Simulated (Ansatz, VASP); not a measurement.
Two plane-wave programs on HfBr5

```xyz
6
Lattice="0.0000 4.2698 4.2698 4.2698 0.0000 4.2698 4.2698 4.2698 0.0000" Properties=species:S:1:pos:R:3 pbc="T T T"
Hf    0.0000    0.0000    0.0000
Br    5.3405    5.3405    3.1991
Br    5.3405    3.1991    5.3405
Br    3.1991    5.3405    5.3405
Br    3.1991    3.1991    3.1991
Br    6.4047    6.4047    6.4047
```

Change from the starting cell: species swapped into the DyCu5 type (F-43m, No. 216).

Alike in both runs: functional PBE; k mesh 8 × 8 × 8; occupations gaussian, width 0.1 eV; no spin polarisation.

Ansatz relaxed the structure, and its values are those at the end. VASP's run is a single point on that final structure, the one shown.

|  | VASP | Ansatz |
| --- | --- | --- |
| version | VASP 6.6.1 | Ansatz 0.2.0 |
| potentials or method | VASP PAW PBE potentials, release 64 (Hf_pv, Br), cutoff 520 eV | scalar-relativistic, plane waves, PAW |
| valence electrons in the cell | 45 | 61 |

VASP gave:

| Quantity | Value |
| --- | --- |
| gap on the k mesh at the Fermi level (eV) | none |
| pressure (GPa) | -0.1 |
| rms of the force components (eV/Å) | 0.004 |

Question: What did Ansatz give for the same quantities?

Answer: gap on the k mesh at the Fermi level (eV): none; pressure (GPa): 0.0; rms of the force components (eV/Å): 0.004.

A gap of «none» marks a metal or a gap that the smearing closes. With one functional, cell and mesh, what is left measures potentials, basis and numerics. VASP's potentials hold 45 valence electrons a cell and Ansatz's 61, so a difference there can come from the potentials and not from the codes.

Neither program's run includes spin-orbit coupling.
